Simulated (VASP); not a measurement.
# CuO (Cccm) in VASP: notebook

The runs below take CuO through single point, with PBEsol.

All numbers are computed with VASP 6.6.1; they aren't measurements. Logs are shortened: lines on timing, memory, paths and dates and some standing lists are left out, and cuts for length are marked.

**1. The cell of the first run**

The structure is orthorhombic, space group Cccm (No. 66). Conventional cell: a = 3.982 Å, b = 4.307 Å, c = 5.156 Å, α = 90.00°, β = 90.00°, γ = 90.00°. Cu (site symmetry 2/m) has 4 O at 1.95 Å within 2.6 Å. O (site symmetry 222) has 4 Cu at 1.95 Å and 2 O at 2.58 Å within 2.6 Å.

**2. Single point, PBEsol**

File INCAR:

```
PREC = Accurate
ENCUT = 520
EDIFF = 1E-6
ISMEAR = 0
SIGMA = 0.1
LREAL = F
LASPH = T
NELM = 80
ALGO = Normal
ISIF = 2
LWAVE = F
LCHARG = F
GGA = PS
NBANDS = 25
```

File KPOINTS:

```
Automatic mesh
0
Gamma
  4 4 4
```

File POSCAR:

```
CuO
1.0
    1.9909680000     -2.1535500000      0.0000000000
    1.9909680000      2.1535500000      0.0000000000
    0.0000000000      0.0000000000      5.1559280000
Cu O
2 2
Direct
    0.0000000000      0.5000000000      0.0000000000
    0.5000000000      0.0000000000      0.5000000000
    0.5000000000      0.5000000000      0.2500000000
    0.5000000000      0.5000000000      0.7500000000
```

Potentials or basis: VASP PAW PBE potentials, release 64 (Cu, O).

Command:

```console
cat potpaw_PBE.64/Cu/POTCAR potpaw_PBE.64/O/POTCAR > POTCAR
mpirun -np 1 vasp_std > vasp.out
```

OUTCAR:

```text
PREC = Accurate
   ENCUT = 520
   EDIFF = 1E-6
   ISMEAR = 0
   LREAL = F
   LASPH = T
   NELM = 80
   ISIF = 2
   GGA = PS

 ion  position               nearest neighbor table
   1  0.000  0.500  0.000-   3 1.95   4 1.95   3 1.95   4 1.95
   2  0.500  0.000  0.500-   3 1.95   4 1.95   3 1.95   4 1.95
   3  0.500  0.500  0.250-   1 1.95   2 1.95   2 1.95   1 1.95
   4  0.500  0.500  0.750-   1 1.95   2 1.95   2 1.95   1 1.95

  LATTYP: Found a base centered orthorhombic cell.
 ALAT       =     3.9819360000
 B/A-ratio  =     1.0816597755
 C/A-ratio  =     1.2948294498

  Lattice vectors:

 A1 = (   1.9909680000,  -2.1535500000,   0.0000000000)
 A2 = (   1.9909680000,   2.1535500000,   0.0000000000)
 A3 = (   0.0000000000,   0.0000000000,   5.1559280000)

Analysis of symmetry for initial positions (statically):
=====================================================================
 Subroutine PRICEL returns:
 Original cell was already a primitive cell.

 Routine SETGRP: Setting up the symmetry group for a
 base centered orthorhombic supercell.

 Subroutine GETGRP returns: Found  8 space group operations
 (whereof  4 operations were pure point group operations)
 out of a pool of  8 trial point group operations.

The static configuration has the point symmetry C_2h.
 The point group associated with its full space group is D_2h.

Analysis of symmetry for dynamics (positions and initial velocities):
=====================================================================
 Subroutine PRICEL returns:
 Original cell was already a primitive cell.

 Routine SETGRP: Setting up the symmetry group for a
 base centered orthorhombic supercell.

 Subroutine GETGRP returns: Found  8 space group operations
 (whereof  4 operations were pure point group operations)
 out of a pool of  8 trial point group operations.

The dynamic configuration has the point symmetry C_2h.
 The point group associated with its full space group is D_2h.

 Subroutine INISYM returns: Found  8 space group operations
 (whereof  4 operations are pure point group operations),
 and found     1 'primitive' translations

----------------------------------------------------------------------------------------

                                     Primitive cell

  volume of cell :      44.2136

  direct lattice vectors                    reciprocal lattice vectors
     1.990968000 -2.153550000  0.000000000     0.251134122 -0.232174781  0.000000000
     1.990968000  2.153550000  0.000000000     0.251134122  0.232174781  0.000000000
     0.000000000  0.000000000  5.155928000     0.000000000  0.000000000  0.193951506

  length of vectors
     2.932870809  2.932870809  5.155928000     0.342013854  0.342013854  0.193951506

  position of ions in fractional coordinates (direct lattice)
     0.000000000  0.500000000  0.000000000
     0.500000000  0.000000000  0.500000000
     0.500000000  0.500000000  0.250000000
     0.500000000  0.500000000  0.750000000

  ion indices of the primitive-cell ions
   primitive index   ion index
                 1           1
                 2           2
                 3           3
                 4           4

----------------------------------------------------------------------------------------

 KPOINTS: Automatic mesh

Automatic generation of k-mesh.
 Grid dimensions read from file:
 generate k-points for:    4    4    4

 Generating k-lattice:

  Cartesian coordinates                     Fractional coordinates (reciprocal lattice)
     0.062783530 -0.058043695  0.000000000     0.250000000  0.000000000  0.000000000
     0.062783530  0.058043695  0.000000000     0.000000000  0.250000000  0.000000000
     0.000000000  0.000000000  0.048487876     0.000000000  0.000000000  0.250000000

  Length of vectors
     0.085503463  0.085503463  0.048487876

  Shift w.r.t. Gamma in fractional coordinates (k-lattice)
     0.000000000  0.000000000  0.000000000

 Subroutine IBZKPT returns following result:
 ===========================================

 Found     21 irreducible k-points:

 Following reciprocal coordinates:
            Coordinates               Weight
  0.000000  0.000000  0.000000      1.000000
  0.250000  0.000000  0.000000      4.000000
  0.500000  0.000000  0.000000      2.000000
  0.250000  0.250000  0.000000      2.000000
  0.500000  0.250000  0.000000      4.000000
 -0.250000  0.250000  0.000000      2.000000
[... 13 lines left out ...]
 -0.250000  0.250000  0.500000      2.000000
  0.500000  0.500000  0.500000      1.000000
   k-points           NKPTS =     21   k-points in BZ     NKDIM =     21   number of bands    NBANDS=     25
   number of dos      NEDOS =    301   number of ions     NIONS =      4
   total plane-waves  NPLWV =  23040
   dimension x,y,z NGX =    24 NGY =   24 NGZ =   40
   dimension x,y,z NGXF=    48 NGYF=   48 NGZF=   80
   ions per type =               2   2
   NGX,Y,Z   is equivalent  to a cutoff of  13.60, 13.60, 12.90 a.u.
   NGXF,Y,Z  is equivalent  to a cutoff of  27.21, 27.21, 25.79 a.u.
 SYSTEM =  unknown system
   PREC   = accura    normal or accurate (medium, high low for compatibility)
   ISTART =      0    job   : 0-new  1-cont  2-samecut
   ICHARG =      2    charge: 1-file 2-atom 10-const
   ISPIN  =      1    spin polarized calculation?
   LNONCOLLINEAR =      F non collinear calculations
   LSORBIT =      F    spin-orbit coupling
   LASPH  =      T    aspherical Exc in radial PAW
   ENCUT  =  520.0 eV  38.22 Ry    6.18 a.u.   5.45  5.45  9.59*2*pi/ulx,y,z
   NELM   =     80;   NELMIN=  2; NELMDL= -5     # of ELM steps
   EDIFF  = 0.1E-05   stopping-criterion for ELM
   LREAL  =      F    real-space projection
   EDIFFG = 0.1E-04   stopping-criterion for IOM
   NSW    =      0    number of steps for IOM
   IBRION =     -1    ionic relax: 0-MD 1-quasi-New 2-CG
   NFREE  =      0    steps in history (QN), initial steepest desc. (CG)
   ISIF   =      2    stress and relaxation
   ISYM   =      2    0-nonsym 1-usesym 2-fastsym
   POTIM  = 0.5000    time-step for ionic-motion
   TEBEG  =    0.0;   TEEND  =   0.0 temperature during run
   PSTRESS=    0.0 pullay stress
   NELECT =      34.0000    total number of electrons
   NUPDOWN=      -1.0000    fix difference up-down
   EMIN   =  10.00;   EMAX   =-10.00  energy-range for DOS
   EFERMI =   0.00;   METHOD = LEGACY
   ISMEAR =     0;   SIGMA  =   0.10  broadening in eV -4-tet -1-fermi 0-gaus
   EFERMI_NEDOS =   21; number of points for ismear=-14 and -15
   IALGO  =     38    algorithm
   IMIX   =      4    mixing-type and parameters
     AMIX     =   0.40;   BMIX     =  1.00
     AMIX_MAG =   1.60;   BMIX_MAG =  1.00
  volume/ion in A,a.u.               =      11.05        74.59
  Fermi-wavevector in a.u.,A,eV,Ry     =   1.499854  2.834314 30.607167  2.249563
  Thomas-Fermi vector in A             =   2.611430
   LORBIT       =      0    0 simple, 1 ext, 2 COOP (PROOUT), +10 PAW based schemes
   GGA     = PS    functional components
   LHFCALC =     F    Hartree Fock is set to
   AEXX    =    0.0000 exact exchange contribution
   IVDW    =     0    specifies the selected vdW correction
   LEPSILON=     F    determine dielectric tensor
   LRPA    =     F    only Hartree local field effects (RPA)
 non-spin polarized calculation
 Gauss-broadening in eV      SIGMA  =   0.10
  energy-cutoff  :      520.00
  volume of cell :       44.21
 maximum number of plane-waves:      1206
 NGX is ok and might be reduce to    24
   NGX = 11   NGY = 11   NGZ = 19

 number of electron      33.9999999 magnetization

 Free energy of the ion-electron system (eV)
  ---------------------------------------------------
  ext. energy  EPLUGINS =         0.00000000
  ---------------------------------------------------
  free energy    TOTEN  =       -21.51329468 eV

  energy without entropy =      -21.50422109  energy(sigma->0) =      -21.50875788

 E-fermi :   4.7933     XC(G=0): -11.6084

 val. band max:        4.7390861946   @ k =   0.5000   0.0000   0.2500
 cond. band min:       4.8470875692   @ k =  -0.2500   0.2500   0.2500
 fundamental gap:      0.1080013746
 Fermi energy:         4.7933264425

 k-point     1 :       0.0000    0.0000    0.0000
  band No.  band energies     occupation
      1     -14.9979      2.00000
      2     -13.6694      2.00000
      3      -3.4369      2.00000
      4      -0.7643      2.00000
      5      -0.6026      2.00000
      6       1.0371      2.00000
[... 17 lines left out ...]
     24      19.2525      0.00000
     25      19.4657      0.00000

 k-point     2 :       0.2500    0.0000    0.0000
  band No.  band energies     occupation
      1     -14.7065      2.00000
      2     -13.5814      2.00000
      3      -2.9258      2.00000
      4      -1.0345      2.00000
      5      -0.8975      2.00000
      6      -0.5370      2.00000
[... 17 lines left out ...]
     24      19.1805      0.00000
     25      19.7249      0.00000

 k-point     3 :       0.5000    0.0000    0.0000
  band No.  band energies     occupation
      1     -14.3853      2.00000
      2     -13.4907      2.00000
      3      -2.4022      2.00000
      4      -2.3217      2.00000
      5      -0.8640      2.00000
      6      -0.4022      2.00000
[... 17 lines left out ...]
     24      16.9442      0.00000
     25      19.2765      0.00000

 k-point     4 :       0.2500    0.2500    0.0000
  band No.  band energies     occupation
      1     -14.4183      2.00000
      2     -13.4996      2.00000
      3      -2.3874      2.00000
      4      -1.0556      2.00000
      5      -0.9016      2.00000
      6      -0.8078      2.00000
[... 17 lines left out ...]
     24      15.5551      0.00000
     25      19.6845      0.00000
[... 393 lines left out ...]
 k-point    19 :       0.5000    0.2500    0.5000
  band No.  band energies     occupation
      1     -13.8824      2.00000
      2     -13.7140      2.00000
      3      -1.6505      2.00000
      4      -1.3100      2.00000
      5      -1.2026      2.00000
      6      -1.1042      2.00000
[... 17 lines left out ...]
     24      16.9222      0.00000
     25      19.4199      0.00000

 k-point    20 :      -0.2500    0.2500    0.5000
  band No.  band energies     occupation
      1     -14.0120      2.00000
      2     -14.0120      2.00000
      3      -1.5749      2.00000
      4      -1.5749      2.00000
      5      -0.2995      2.00000
      6      -0.2995      2.00000
[... 17 lines left out ...]
     24      16.9920      0.00000
     25      17.4968      0.00000

 k-point    21 :       0.5000    0.5000    0.5000
  band No.  band energies     occupation
      1     -13.6195      2.00000
      2     -13.6195      2.00000
      3      -1.2249      2.00000
      4      -1.2249      2.00000
      5      -0.8775      2.00000
      6      -0.8775      2.00000
[... 17 lines left out ...]
     24      16.4699      0.00000
     25      20.0079      0.00000

------------------------ aborting loop because EDIFF is reached ----------------------------------------

  FORCE on cell =-STRESS in cart. coord.  units (eV):
  Direction    XX          YY          ZZ          XY          YZ          ZX
  --------------------------------------------------------------------------------------
  -------------------------------------------------------------------------------------
  Total       -1.1287534     -1.5286944     -1.8625034      0.0000000      0.0000000      0.0000000
  in kB      -40.9028514    -55.3955898    -67.4918869      0.0000000      0.0000000      0.0000000
  external PRESSURE =     -54.5967760 kB  Pullay stress =       0.0000000 kB

 VOLUME and BASIS-vectors are now :
 -----------------------------------------------------------------------------
  energy-cutoff  :      520.00
  volume of cell :       44.21
      direct lattice vectors                 reciprocal lattice vectors
     1.990968000 -2.153550000  0.000000000     0.251134122 -0.232174781  0.000000000
     1.990968000  2.153550000  0.000000000     0.251134122  0.232174781  0.000000000
     0.000000000  0.000000000  5.155928000     0.000000000  0.000000000  0.193951506

 POSITION                                       TOTAL-FORCE (eV/Angst)
 -----------------------------------------------------------------------------------
      0.99548      1.07678      0.00000         0.000000     -0.000000      0.000000
      0.99548     -1.07678      2.57796        -0.000000     -0.000000      0.000000
      1.99097      0.00000      1.28898         0.000000      0.000000     -0.000000
      1.99097      0.00000      3.86695         0.000000     -0.000000      0.000000
 -----------------------------------------------------------------------------------
    total drift:                                0.000000     -0.000000     -0.000000

  FREE ENERGIE OF THE ION-ELECTRON SYSTEM (eV)
  ---------------------------------------------------
  free  energy   TOTEN  =       -21.5132946795 eV

  energy  without entropy=      -21.5042210885  energy(sigma->0) =      -21.50875788
```

It took 51 s on 1 thread of AMD EPYC 7R13, shared host; peak memory 0.13 GiB.

What came out:

| Property | Result |
| --- | --- |
| Free energy | -21.5133 eV |
| Pressure | -5.5 GPa |
| Band gap on the k mesh | zero (band 17 reaches 5.32 eV, above the bottom of band 18 at 4.22 eV) |

Caveat: the k points lie up to 0.54 Å⁻¹ apart; the PAW data sets were made with another functional, which shifts forces and pressure a little; semilocal functionals often make such compounds metallic where correlation or magnetic order opens a gap, which also shifts bond lengths.

**3. Single point, PBEsol**

File INCAR:

```
SYSTEM = CuO
ALGO = Normal ; EDIFF = 1E-7
ENCUT = 520 ; GGA = PS
ISIF = 2 ; ISMEAR = 0
LASPH = .True. ; LCHARG = .False.
LREAL = .False. ; LWAVE = .False.
NBANDS = 25 ; NELM = 80
PREC = Accurate ; SIGMA = 0.1
```

File KPOINTS:

```
k-points
0
Gamma
  6 6 4
  0 0 0
```

POSCAR is that of step 2.

Potentials or basis: VASP PAW PBE potentials, release 64 (Cu, O).

Command:

```console
cat potpaw_PBE.64/Cu/POTCAR potpaw_PBE.64/O/POTCAR > POTCAR
mpirun -np 1 vasp_std > vasp.out
```

Wall time 94 s (1 thread of AMD EPYC 7R13, shared host); peak memory 0.15 GiB.

Results (log left out):

```
Free energy            : -21.4658 eV
Pressure               : -5.4 GPa
Band gap on the k mesh : zero (band 17 reaches 5.32 eV, above the bottom of band 18 at 4.21 eV)
```

Stress tensor (GPa, compression positive):
```
-4.21  0.00  0.00
 0.00 -5.59  0.00
 0.00  0.00 -6.52
```

Levels at points of the mesh, in eV from the Fermi level:
```csv
k point,band 14,band 15,band 16,band 17,band 18,band 19,band 20,band 21
"(0.00, 0.00, 0.00)",-2.36,-2.30,-1.90,0.57,0.76,1.35,5.99,7.24
"(0.50, 0.00, 0.00)",-1.87,-1.57,-1.50,0.20,0.45,3.60,5.87,6.31
"(0.50, 0.50, 0.00)",-2.33,-1.64,-1.21,-1.16,1.11,2.09,7.18,9.06
"(0.00, 0.00, 0.50)",-2.27,-1.54,-1.54,0.10,0.10,3.42,3.42,11.52
"(0.50, 0.00, 0.50)",-2.33,-2.00,-1.82,-0.17,0.67,4.26,5.86,8.03
"(0.50, 0.50, 0.50)",-1.90,-1.41,-1.41,-0.54,-0.54,3.97,3.97,10.02
```

Caveat: the PAW data sets were made with another functional, which shifts forces and pressure a little; semilocal functionals often make such compounds metallic where correlation or magnetic order opens a gap, which also shifts bond lengths.

**4. Single point, PBEsol**

File INCAR:

```
SYSTEM = CuO
  PREC = Accurate
  ENCUT = 520
  EDIFF = 1E-6
  ISMEAR = 0
  SIGMA = 0.1
  LREAL = .FALSE.
  LASPH = .TRUE.
  NELM = 100
  ALGO = Normal
  ISIF = 2
  LWAVE = .FALSE.
  LCHARG = .FALSE.
  GGA = PS
  NBANDS = 25
```

File KPOINTS:

```
Automatic mesh
0
G
  8 8 4
  0 0 0
```

POSCAR is that of step 3.

Command:

```console
cat potpaw_PBE.64/Cu/POTCAR potpaw_PBE.64/O/POTCAR > POTCAR
mpirun -np 1 vasp_std > vasp.out
```

Run time: 2.1 min. Hardware: 1 thread of AMD EPYC 7R13, shared host; peak memory 0.17 GiB.

The run converged. Its results:

- Free energy: -21.4655 eV
- Pressure: -5.4 GPa
- Band gap on the k mesh: zero (band 17 reaches 5.32 eV, above the bottom of band 18 at 4.22 eV)

Stress tensor (GPa, compression positive):
```
-4.12  0.00  0.00
 0.00 -5.52  0.00
 0.00  0.00 -6.58
```

Levels at points of the mesh, in eV from the Fermi level:
```
           k point  band 15  band 16  band 17  band 18  band 19  band 20
(0.00, 0.00, 0.00)    -2.31    -1.91     0.56     0.74     1.34     5.98
(0.50, 0.00, 0.00)    -1.58    -1.51     0.19     0.44     3.59     5.85
(0.50, 0.50, 0.00)    -1.65    -1.22    -1.17     1.11     2.08     7.16
(0.00, 0.00, 0.50)    -1.56    -1.56     0.08     0.08     3.41     3.41
(0.50, 0.00, 0.50)    -2.01    -1.83    -0.18     0.65     4.25     5.84
(0.50, 0.50, 0.50)    -1.42    -1.42    -0.54    -0.54     3.95     3.95
```

Caveat: the PAW data sets were made with another functional, which shifts forces and pressure a little; semilocal functionals often make such compounds metallic where correlation or magnetic order opens a gap, which also shifts bond lengths. With open d or f shells a metallic result of PBEsol can be an artefact of self-interaction; +U or a hybrid may open a gap.

(Continued in part 2 of 2.)
